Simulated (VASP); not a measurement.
Runs of VASP 6.6.1 on SnSe. The structure is that of space group Fm-3m (No. 225), or close to it. The cells are those of the table. 

```csv
level,cell,k mesh,cutoff (eV),grid for exact exchange (PRECFOCK),screening parameter,gap on the mesh (eV),pressure (GPa)
HSE06,"a = 4.020 Å, angles 60.0°, 2 atoms",6 × 6 × 6,520,Normal,0.2079 1/Å,1.30,(b)
PBE,"a = 4.213 Å, angles 60.5°, 2 atoms",8 × 8 × 8,500,-,-,0.59,(a)
PBE,"a = 4.020 Å, angles 60.0°, 2 atoms",8 × 8 × 8,500,-,-,0.61,14.0
PBE,"a = 4.236, b = 4.236, c = 4.226 Å, angles 60.1, 60.1, 59.8°, 2 atoms",8 × 8 × 8,500,-,-,(c),1.9
r2SCAN,"a = 4.213 Å, angles 60.5°, 2 atoms",8 × 8 × 8,550,-,-,0.46,0.9
```

Alike in all rows: task single point; potentials or basis VASP PAW PBE potentials, release 64 (Sn_d, Se); no spin polarisation; smearing fermi-dirac 0.02 eV.

Estimate the missing entries.

(a) 2.0; (b) 12.0; (c) 0.66.

Caveats: spin-orbit coupling is left out, which moves the levels of the heavy elements; the PAW data sets were made with another functional, which shifts forces and pressure a little (some runs).

A k mesh can miss the band edges, and the runs leave out spin-orbit coupling on Se, Sn.
